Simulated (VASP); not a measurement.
Wanted: the native input for a VASP 6.6.1 run.

```
Task                   : single point
Functional             : LDA
Potentials or basis    : VASP PAW LDA potentials, release 64 (I)
Cutoff                 : 520 eV
k mesh                 : 18 × 18 × 18
Occupations            : gaussian, width 0.15 eV
Spin                   : no spin polarisation
Dipole correction      : no
Further INCAR settings : ALGO = Normal; EDIFF = 1e-06; NBANDS = 10
```

The structure of I lies in POSCAR:

```
I
1.0
    0.0000000000      2.4322718697      3.6984312639
    2.2540311050      0.0000000000      3.6984312639
    2.2540311050      2.4322718697      0.0000000000
I
1
Direct
    0.0000000000      0.0000000000      0.0000000000
```

This cell differs from its parent crystal: ratio of the length along z to the lengths across it x 0.92, volume and fractional coordinates fixed.

The input as run:

INCAR

```
SYSTEM = I
PREC = Accurate
ENCUT = 520
EDIFF = 1E-6
ISMEAR = 0
SIGMA = 0.15
LREAL = .FALSE.
LASPH = .TRUE.
NELM = 100
ALGO = Normal
ISIF = 2
LWAVE = .FALSE.
LCHARG = .FALSE.
GGA = CA
NBANDS = 10
```

KPOINTS

```
Automatic mesh
0
G
  18 18 18
  0 0 0
```

Potentials or basis: VASP PAW LDA potentials, release 64 (I).

Run with:

```console
$ cat potpaw_LDA.64/I/POTCAR > POTCAR
$ mpirun -np 1 vasp_std > vasp.out
```

It gave:

```yaml
Pressure: -3.8 GPa
```

Caveat: an odd number of electrons without spin polarisation forces a metal; a magnetic or distorted state may lie lower.

It took 2.8 min on 1 thread of Intel(R) Xeon(R) Platinum 8488C (Sapphire Rapids), on a shared host, peak memory 0.42 GiB.
